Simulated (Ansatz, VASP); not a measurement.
HfC: VASP beside Ansatz

Contents of INCAR:

```
ALGO = Normal
EDIFF = 1E-6
ENCUT = 520
GGA = PS
ISIF = 2
ISMEAR = 0
LASPH = True
LCHARG = True
LELF = True
LREAL = False
LVHAR = True
LWAVE = False
NBANDS = 22
NELM = 60
PREC = Accurate
SIGMA = 0.05
```

The input KPOINTS:

```
k-points
0
Gamma
  10 10 6
```

POSCAR

```
HfC
1.0
    3.2332086791      0.0000000000      0.0000000000
   -1.6166043395      2.8000408518     -0.0140002043
    0.0000000000     -0.0285937630      5.7187526075
Hf C
2 2
Direct
    0.0000000000      0.0000000000      0.0000000000
    0.0000000000      0.0000000000      0.5000000000
    0.3333333333      0.6666666667      0.2500000000
    0.6666666667      0.3333333333      0.7500000000
```

Input for Ansatz:

```yaml
crystal:
  lattice:
    - [3.2332086791, 0.0, 0.0]
    - [-1.6166043395, 2.8000408518, -0.0140002043]
    - [0.0, -0.028593763, 5.7187526075]
  atoms:
    - { symbol: Hf, position: [0.0, 0.0, 0.0] }
    - { symbol: Hf, position: [0.0, 0.0, 0.5] }
    - { symbol: C, position: [0.3333333333, 0.6666666667, 0.25] }
    - { symbol: C, position: [0.6666666667, 0.3333333333, 0.75] }
basis:
  ecutwfc: 420
  ecutrho_ratio: 4
kpoints:
  mp_grid: { grid: [10, 10, 6] }
hamiltonian:
  xc: pbesol
scf:
  occupations: { method: gaussian, width: 0.05 }
output:
  forces: true
  stress: true
  eigenvalues: true
```

Change from the starting cell: strain e4 = -0.01, atoms carried along.

Alike in both runs: task single point; functional PBEsol; k mesh 10 × 10 × 6; occupations gaussian, width 0.05 eV; no spin polarisation.

```csv
,VASP,Ansatz
version,VASP 6.6.1,Ansatz 0.2.0
potentials or method,"VASP PAW PBE potentials, release 64 (Hf_pv, C), cutoff 520 eV","scalar-relativistic, plane waves, PAW"
valence electrons in the cell,28,60
```

Ansatz gave:

* gap on the k mesh at the Fermi level (eV): none
* pressure (GPa): 0.0
* traceless stress, the component that is largest in VASP (GPa): 1.05

**Question.** Estimate VASP's values.

**Answer.** gap on the k mesh at the Fermi level (eV): none; pressure (GPa): -0.5; traceless stress, the component that is largest in VASP (GPa): 1.06.

VASP's potentials were made for PBE, not for PBEsol. A gap of «none» marks a metal or a gap that the smearing closes. The functional is the same, so the differences come from potentials, cutoffs and numerics. VASP's potentials hold 28 valence electrons a cell and Ansatz's 60, so a difference there can come from the potentials and not from the codes.

Neither program's run includes spin-orbit coupling.
